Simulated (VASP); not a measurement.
# AlN (F-43m) in VASP: further runs

The runs below take AlN through vibrations by perturbation theory, with PBE.

All numbers are computed with VASP 6.6.1; they aren't measurements. Logs are shortened: lines on timing, memory, paths and dates and some standing lists are left out, and cuts for length are marked.

## 1. The cell of the first run

It takes space group F-43m (No. 216, cubic). The conventional cell has a = 4.374 Å, b = 4.374 Å, c = 4.374 Å, α = 90.00°, β = 90.00°, γ = 90.00°. Within 2.5 Å of Al (site symmetry -43m) lie 4 N at 1.89 Å. Within 2.5 Å of N (site symmetry -43m) lie 4 Al at 1.89 Å.

## 2. Vibrations by perturbation theory, PBE

The input, INCAR:

```
PREC     = Accurate       # precision mode
ENCUT    = 520            # plane-wave cutoff, eV
EDIFF    = 1E-8           # SCF threshold, eV
ISMEAR   = 0              # smearing method
SIGMA    = 0.01           # smearing width, eV
LREAL    = F              # projectors in reciprocal space
LASPH    = T              # aspherical terms in the spheres
NELM     = 100            # most SCF steps
ALGO     = Normal         # electronic algorithm
ISIF     = 2              # what is computed and relaxed
LWAVE    = F              # write WAVECAR
LCHARG   = F              # write CHGCAR
GGA      = PE             # functional
IBRION   = 8              # ionic algorithm
NSW      = 1              # ionic steps
LEPSILON = T              # dielectric tensor by DFPT
```

The input, KPOINTS:

```
regular mesh
0
Gamma
  10 10 10
```

The input, POSCAR:

```
AlN
1.0
    0.0000000000      2.1870060813      2.1870060813
    2.1870060813      0.0000000000      2.1870060813
    2.1870060813      2.1870060813      0.0000000000
Al N
1 1
Direct
    0.0000000000      0.0000000000      0.0000000000
    0.7500000000      0.7500000000      0.7500000000
```

Potentials or basis: VASP PAW PBE potentials, release 64 (Al, N).

Run with:

```console
> cat potpaw_PBE.64/Al/POTCAR potpaw_PBE.64/N/POTCAR > POTCAR
> mpirun -np 1 vasp_std > vasp.out
```

OUTCAR:

```text
PREC = Accurate
   ENCUT = 520
   EDIFF = 1E-8
   ISMEAR = 0
   LREAL = F
   LASPH = T
   NELM = 100
   ISIF = 2
   GGA = PE
   IBRION = 8
   NSW = 1
   LEPSILON = T

 ion  position               nearest neighbor table
   1  0.000  0.000  0.000-   2 1.89   2 1.89   2 1.89   2 1.89
   2  0.750  0.750  0.750-   1 1.89   1 1.89   1 1.89   1 1.89

  LATTYP: Found a face centered cubic cell.
 ALAT       =     4.3740121626

  Lattice vectors:

 A1 = (   0.0000000000,   2.1870060813,   2.1870060813)
 A2 = (   2.1870060813,   0.0000000000,   2.1870060813)
 A3 = (   2.1870060813,   2.1870060813,   0.0000000000)

Analysis of symmetry for initial positions (statically):
=====================================================================
 Subroutine PRICEL returns:
 Original cell was already a primitive cell.

 Routine SETGRP: Setting up the symmetry group for a
 face centered cubic supercell.

 Subroutine GETGRP returns: Found 24 space group operations
 (whereof 24 operations were pure point group operations)
 out of a pool of 48 trial point group operations.

The static configuration has the point symmetry T_d .

Analysis of symmetry for dynamics (positions and initial velocities):
=====================================================================
 Subroutine PRICEL returns:
 Original cell was already a primitive cell.

 Routine SETGRP: Setting up the symmetry group for a
 face centered cubic supercell.

 Subroutine GETGRP returns: Found 24 space group operations
 (whereof 24 operations were pure point group operations)
 out of a pool of 48 trial point group operations.

The dynamic configuration has the point symmetry T_d .

 Subroutine INISYM returns: Found 24 space group operations
 (whereof 24 operations are pure point group operations),
 and found     1 'primitive' translations

----------------------------------------------------------------------------------------

                                     Primitive cell

  volume of cell :      20.9209

  direct lattice vectors                    reciprocal lattice vectors
     0.000000000  2.187006081  2.187006081    -0.228623050  0.228623050  0.228623050
     2.187006081  0.000000000  2.187006081     0.228623050 -0.228623050  0.228623050
     2.187006081  2.187006081  0.000000000     0.228623050  0.228623050 -0.228623050

  length of vectors
     3.092893661  3.092893661  3.092893661     0.395986738  0.395986738  0.395986738

  position of ions in fractional coordinates (direct lattice)
     0.000000000  0.000000000  0.000000000
     0.750000000  0.750000000  0.750000000

  ion indices of the primitive-cell ions
   primitive index   ion index
                 1           1
                 2           2

----------------------------------------------------------------------------------------

 KPOINTS: regular mesh

Automatic generation of k-mesh.
 Grid dimensions read from file:
 generate k-points for:   10   10   10

 Generating k-lattice:

  Cartesian coordinates                     Fractional coordinates (reciprocal lattice)
    -0.022862305  0.022862305  0.022862305     0.100000000  0.000000000  0.000000000
     0.022862305 -0.022862305  0.022862305     0.000000000  0.100000000  0.000000000
     0.022862305  0.022862305 -0.022862305     0.000000000  0.000000000  0.100000000

[... 410 lines left out ...]
  ---------------------------------------------------
  free energy    TOTEN  =        -0.22829736 eV

  energy without entropy =       -0.22829736

------------------------ aborting loop because EDIFF is reached ----------------------------------------

--------------------------------------- Ionic step        2  -------------------------------------------

------------------------ aborting loop because EDIFF is reached ----------------------------------------

--------------------------------------- Ionic step        3  -------------------------------------------

------------------------ aborting loop because EDIFF is reached ----------------------------------------

 PIEZOELECTRIC TENSOR FIELD DIRECTION 3  (e Angst)
 -----------------------------------------------------------------------------
    -0.00043  0.81420  0.00000           ( -0.00000  0.00357  0.00000)
     0.81420 -0.00043  0.00000           (  0.00357 -0.00000  0.00000)
     0.00000  0.00000  0.00047           (  0.00000  0.00000 -0.00000)

 PIEZOELECTRIC TENSOR FIELD DIRECTION 3  (C/m^2)
 -----------------------------------------------------------------------------
    -0.00033  0.62354  0.00000
     0.62354 -0.00033  0.00000
     0.00000  0.00000  0.00036

--------------------------------------- Ionic step        4  -------------------------------------------

------------------------ aborting loop because EDIFF is reached ----------------------------------------

[... ionic steps 5 to 6 ...]

--------------------------------------- Ionic step        7  -------------------------------------------

 Free energy of the ion-electron system (eV)
  ---------------------------------------------------
  ---------------------------------------------------
  free energy    TOTEN  =        -0.23867776 eV

  energy without entropy =       -0.23867776

------------------------ aborting loop because EDIFF is reached ----------------------------------------

 INTERNAL STRAIN TENSOR  FOR ION    2  DIRECTION 1   (eV/Angst):
 -----------------------------------------------------------------------------
    -0.00000  0.00000  0.00000
     0.00000  0.00030  9.03972
     0.00000  9.03972  0.00030

 MACROSCOPIC STATIC DIELECTRIC TENSOR (including local field effects in DFT)
 ------------------------------------------------------
           4.584454     0.000000    -0.000000
          -0.000000     4.584454     0.000000
           0.000000     0.000000     4.584454
 ------------------------------------------------------

 PIEZOELECTRIC TENSOR (including local field effects)  for field in x, y, z        (e  Angst)
          XX          YY          ZZ          XY          YZ          ZX
  --------------------------------------------------------------------------------
  x    -0.00000    -0.00000     0.00000     0.00000     0.81398     0.00000
  y    -0.00000    -0.00000     0.00000     0.00000     0.00000     0.81398
  z     0.00000     0.00000     0.00000     0.81398     0.00000     0.00000

 PIEZOELECTRIC TENSOR (including local field effects)  for field in x, y, z        (C/m^2)
          XX          YY          ZZ          XY          YZ          ZX
  --------------------------------------------------------------------------------
  x    -0.00000    -0.00000     0.00000     0.00000     0.62337     0.00000
  y    -0.00000    -0.00000     0.00000     0.00000     0.00000     0.62337
  z     0.00000     0.00000     0.00000     0.62337     0.00000     0.00000

 BORN EFFECTIVE CHARGES (including local field effects) (in |e|, cummulative output)
 ---------------------------------------------------------------------------------
 ion    1
    1     2.53464     0.00000     0.00000
    2    -0.00000     2.53464    -0.00000
    3    -0.00000    -0.00000     2.53464
 ion    2
    1    -2.53464     0.00000    -0.00000
    2     0.00000    -2.53464     0.00000
    3     0.00000     0.00000    -2.53464

 INTERNAL STRAIN TENSOR FOR ION    2 for displacements in x,y,z  (eV/Angst):
          X           Y           Z          XY          YZ          ZX
  --------------------------------------------------------------------------------
  x    -0.00000     0.00000     0.00000     0.00000     9.03972     0.00000
  y    -0.00000     0.00000    -0.00000     0.00000     0.00000     9.03972
  z     0.00000     0.00000    -0.00000     9.03972     0.00000     0.00000

 SECOND DERIVATIVES (NOT SYMMETRIZED)
 ------------------------------------
               1X          1Y          1Z          2X          2Y          2Z
  1X   -14.509528    0.000000    0.000000   14.509528    0.000000    0.000000
  1Y     0.000000  -14.509528    0.000000    0.000000   14.509528    0.000000
  1Z     0.000000    0.000000  -14.509528    0.000000    0.000000   14.509528
  2X    14.507604    0.000000    0.000000  -14.507604    0.000000    0.000000
  2Y     0.000000   14.507604    0.000000    0.000000  -14.507604    0.000000
  2Z     0.000000    0.000000   14.507604    0.000000    0.000000  -14.507604

 Eigenvectors and eigenvalues of the dynamical matrix
 ----------------------------------------------------

   1 f  =   19.613109 THz   123.232796 2PiTHz  654.222886 cm-1    81.113263 meV
             X         Y         Z           dx          dy          dz
      0.000000  0.000000  0.000000     0.584523   -0.000000   -0.000000
      3.280509  3.280509  3.280509    -0.811377   -0.000000   -0.000000
[... 21 lines left out ...]
   6 f/i=    0.000617 THz     0.003877 2PiTHz    0.020582 cm-1     0.002552 meV
             X         Y         Z           dx          dy          dz
      0.000000  0.000000  0.000000     0.474984    0.650719    0.096369
      3.280509  3.280509  3.280509     0.342183    0.468784    0.069425

--------------------------------------------------------------------------------------------------------

 MACROSCOPIC STATIC DIELECTRIC TENSOR IONIC CONTRIBUTION
 ------------------------------------------------------
           3.829966    -0.000000     0.000000
          -0.000000     3.829966    -0.000000
           0.000000    -0.000000     3.829966
 ------------------------------------------------------

 ELASTIC MODULI CONTR FROM IONIC RELAXATION (kBar)
 Direction    XX          YY          ZZ          XY          YZ          ZX
 --------------------------------------------------------------------------------
 XX          -0.0000      0.0000      0.0000     -0.0000      0.0000      0.0000
 YY           0.0000     -0.0000      0.0000     -0.0000     -0.0000     -0.0000
 ZZ           0.0000      0.0000     -0.0000      0.0000     -0.0000      0.0000
 XY          -0.0000     -0.0000      0.0000   -406.0250      0.0000      0.0000
 YZ           0.0000     -0.0000     -0.0000      0.0000   -406.0250      0.0000
 ZX           0.0000     -0.0000      0.0000      0.0000      0.0000   -406.0250
 --------------------------------------------------------------------------------

 PIEZOELECTRIC TENSOR IONIC CONTR  for field in x, y, z        (C/m^2)
          XX          YY          ZZ          XY          YZ          ZX
  --------------------------------------------------------------------------------
  x     0.00000    -0.00000    -0.00000    -0.00000    -1.17340     0.00000
  y     0.00000    -0.00000     0.00000     0.00000     0.00000    -1.17340
  z    -0.00000    -0.00000     0.00000    -1.17340     0.00000     0.00000
```

Wall time 3.2 min (1 thread of AMD EPYC 7R43 (Zen 3), shared host); peak memory 0.16 GiB.

What came out:

| Quantity | Value |
| --- | --- |
| Electronic dielectric tensor (diagonal) | 4.58 |
| Born charges (mean of the diagonal) | Al +2.53; N -2.53 e |
| Highest phonon frequency at Γ, LO-TO splitting left out | 654 cm⁻¹ |

Phonon frequencies in cm⁻¹ (negative: imaginary):
| q point | frequencies |
| --- | --- |
| (0.000, 0.000, 0.000) | 0 0 0 654 654 654 |

Electronic dielectric tensor:
```
4.58 0.00 0.00
0.00 4.58 0.00
0.00 0.00 4.58
```

Born effective charge tensors (e):
atom 1, Al
```
2.53 0.00 0.00
0.00 2.53 0.00
0.00 0.00 2.53
```
atom 2, N
```
-2.53  0.00  0.00
 0.00 -2.53  0.00
 0.00  0.00 -2.53
```

Caveat: the cell wasn't relaxed at this level first, which shifts response properties.

## 3. Vibrations by perturbation theory, PBE

This run uses another cell than the first one, of 10.67 Å³/atom, 1.020 times its volume.

The input, INCAR:

```
SYSTEM = AlN
PREC     = Accurate       ! precision mode
ENCUT    = 520            ! plane-wave cutoff, eV
EDIFF    = 1E-8           ! SCF threshold, eV
ISMEAR   = 0              ! smearing method
SIGMA    = 0.01           ! smearing width, eV
LREAL    = .False.        ! projectors in reciprocal space
LASPH    = .True.         ! aspherical terms in the spheres
NELM     = 80             ! most SCF steps
ALGO     = Normal         ! electronic algorithm
ISIF     = 2              ! what is computed and relaxed
LWAVE    = .False.        ! write WAVECAR
LCHARG   = .True.         ! write CHGCAR
GGA      = PE             ! functional
IBRION   = 8              ! ionic algorithm
NSW      = 1              ! ionic steps
LEPSILON = .True.         ! dielectric tensor by DFPT
```

The input, KPOINTS:

```
regular mesh
0
Gamma
  10 10 10
  0 0 0
```

The input, POSCAR:

```
AlN
1.0
    0.0000000000      2.2015871008      2.2015871008
    2.2015871008      0.0000000000      2.2015871008
    2.2015871008      2.2015871008      0.0000000000
Al N
1 1
Direct
    0.0000000000      0.0000000000      0.0000000000
    0.7500000000      0.7500000000      0.7500000000
```

Potentials or basis: VASP PAW PBE potentials, release 64 (Al, N).

Run with:

```console
> cat potpaw_PBE.64/Al/POTCAR potpaw_PBE.64/N/POTCAR > POTCAR
> mpirun -np 1 vasp_std > vasp.out
```

OUTCAR:

```text
SYSTEM = AlN
   PREC = Accurate
   ENCUT = 520
   EDIFF = 1E-8
   ISMEAR = 0
   LREAL = .False.
   LASPH = .True.
   NELM = 80
   ISIF = 2
   GGA = PE
   IBRION = 8
   NSW = 1
   LEPSILON = .True.

 ion  position               nearest neighbor table
   1  0.000  0.000  0.000-   2 1.91   2 1.91   2 1.91   2 1.91
   2  0.750  0.750  0.750-   1 1.91   1 1.91   1 1.91   1 1.91

  LATTYP: Found a face centered cubic cell.
[... 593 lines left out ...]
      3.302381  3.302381  3.302381     0.000000   -0.811380    0.000000
[... 21 lines left out ...]
   6 f/i=    0.000491 THz     0.003088 2PiTHz    0.016393 cm-1     0.002033 meV
             X         Y         Z           dx          dy          dz
      0.000000  0.000000  0.000000     0.000000    0.000000    0.811380
      3.302381  3.302381  3.302381     0.000000    0.000000    0.584519

--------------------------------------------------------------------------------------------------------

 MACROSCOPIC STATIC DIELECTRIC TENSOR IONIC CONTRIBUTION
 ------------------------------------------------------
           3.986938    -0.000000    -0.000000
          -0.000000     3.986938    -0.000000
          -0.000000    -0.000000     3.986938
 ------------------------------------------------------

 ELASTIC MODULI CONTR FROM IONIC RELAXATION (kBar)
 Direction    XX          YY          ZZ          XY          YZ          ZX
 --------------------------------------------------------------------------------
 XX          -0.0000      0.0000      0.0000      0.0000     -0.0000     -0.0000
 YY           0.0000     -0.0000      0.0000      0.0000      0.0000      0.0000
 ZZ           0.0000      0.0000     -0.0000     -0.0000      0.0000     -0.0000
 XY           0.0000      0.0000     -0.0000   -327.0993      0.0000      0.0000
 YZ          -0.0000      0.0000      0.0000      0.0000   -327.0993      0.0000
 ZX          -0.0000      0.0000     -0.0000      0.0000      0.0000   -327.0993
 --------------------------------------------------------------------------------

 PIEZOELECTRIC TENSOR IONIC CONTR  for field in x, y, z        (C/m^2)
          XX          YY          ZZ          XY          YZ          ZX
  --------------------------------------------------------------------------------
  x    -0.00000     0.00000     0.00000     0.00000    -1.07456     0.00000
  y    -0.00000     0.00000    -0.00000     0.00000     0.00000    -1.07456
  z     0.00000     0.00000    -0.00000    -1.07456     0.00000     0.00000
```

stdout:

```text
POSCAR found type information on POSCAR AlN
 POSCAR found :  2 types and       2 ions
 scaLAPACK will be used
 LDA part: xc-table for (Slater+PW92), standard interpolation
 POSCAR, INCAR and KPOINTS ok, starting setup
 FFT: planning ... GRIDC
 FFT: planning ... GRID_SOFT
 FFT: planning ... GRID
 WAVECAR not read
 entering main loop
[... 23 lines left out ...]
  Direction:   3
 dielectric tensor                  component  3 :     0.437     0.636     4.623
 Linear response DOF=           2
 Linear response progress:
 first order change of Fermi-energy   0.78766E-01
 force on displaced ion       1 direction 1 : -13.693  -0.000  -0.000
 Born effective charge ion    1 direction 1 :   2.537   0.000   0.000
 Linear response progress:
 first order change of Fermi-energy  -0.78409E-01
 force on displaced ion       2 direction 1 : -13.692  -0.000  -0.000
 Born effective charge ion    2 direction 1 :  -2.537   0.000   0.000
 Born effective charges drift removed
 Linear response finished
```

It took 2.6 min on 1 thread of Intel Xeon Platinum 8375C at 2.90GHz (Ice Lake), shared host; peak memory 0.2 GiB.

What came out:

- Electronic dielectric tensor (diagonal): 4.62
- Born charges (mean of the diagonal): Al +2.54; N -2.54 e
- Highest phonon frequency at Γ, LO-TO splitting left out: 636 cm⁻¹

Phonon frequencies in cm⁻¹ (negative: imaginary):
| q point | frequencies |
| --- | --- |
| (0.000, 0.000, 0.000) | 0 0 0 636 636 636 |

Electronic dielectric tensor:
```
4.62 0.00 0.00
0.00 4.62 0.00
0.00 0.00 4.62
```

Born effective charge tensors (e):
atom 1, Al
```
2.54 0.00 0.00
0.00 2.54 0.00
0.00 0.00 2.54
```
atom 2, N
```
-2.54  0.00  0.00
 0.00 -2.54  0.00
 0.00  0.00 -2.54
```

[end of part 1 of 2]
